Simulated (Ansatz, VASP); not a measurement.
**Two plane-wave programs on CaO**

File POSCAR:

```
CaO
1.0
    0.0000000000      2.6067317416      2.6067317416
    2.6067317416      0.0000000000      2.6067317416
    2.6067317416      2.6067317416      0.0000000000
Ca O
1 1
Direct
    0.0000000000      0.0000000000      0.0000000000
    0.2500000000      0.2500000000      0.2500000000
```

Contents of INCAR.step1:

```
SYSTEM = CaO
ALGO = Normal
EDIFF = 1E-5
ENCUT = 520
GGA = PE
ISIF = 2
ISMEAR = 0
LASPH = .TRUE.
LCHARG = .FALSE.
LREAL = .FALSE.
LWAVE = .TRUE.
NBANDS = 15
NELM = 60
PREC = Accurate
SIGMA = 0.01
```

File INCAR.step2:

```
SYSTEM = CaO
ALGO = Normal
EDIFF = 1E-6
ENCUT = 520
GGA = PE
HFSCREEN = 0.2079
ISIF = 2
ISMEAR = 0
ISTART = 1
LASPH = .TRUE.
LCHARG = .FALSE.
LHFCALC = .TRUE.
LREAL = .FALSE.
LWAVE = .FALSE.
NBANDS = 15
NELM = 60
PREC = Accurate
PRECFOCK = Normal
SIGMA = 0.01
```

File KPOINTS:

```
k-points
0
G
  4 4 4
  0 0 0
```

Input for Ansatz:

```yaml
crystal:
  lattice:
    - [0.0, 2.6067317416, 2.6067317416]
    - [2.6067317416, 0.0, 2.6067317416]
    - [2.6067317416, 2.6067317416, 0.0]
  atoms:
    - { symbol: Ca, position: [0.0, 0.0, 0.0] }
    - { symbol: O, position: [0.25, 0.25, 0.25] }
kpoints:
  mp_grid: { grid: [4, 4, 4] }
hamiltonian:
  xc: hse06
scf:
  occupations: { method: fixed }
  n_extra_bands: 4
  exx: { singularity: wigner_seitz }
output:
  forces: true
  stress: true
  eigenvalues: true
```

Alike in both runs: task single point; functional HSE06; k mesh 4 × 4 × 4; no spin polarisation.

|  | VASP | Ansatz |
| --- | --- | --- |
| version | VASP 6.6.1 | Ansatz 0.2.0 |
| potentials or method | VASP PAW PBE potentials, release 64 (Ca_sv, O) | plane waves |
| plane-wave cutoff (eV) | 520 | 420 |
| occupations | gaussian, width 0.01 eV | fixed |
| valence electrons in the cell | 16 | 16 |

|  | VASP | Ansatz | Ansatz less VASP |
| --- | --- | --- | --- |
| gap on the k mesh at the Fermi level (eV) | 4.71 | 4.73 | +0.016 |
| pressure (GPa) | 0.6 | 0.1 | -0.58 |

Ansatz's warnings: stress exchange threshold loose, stress scf threshold loose.

The k mesh is coarse, so the values compare programs but aren't converged.
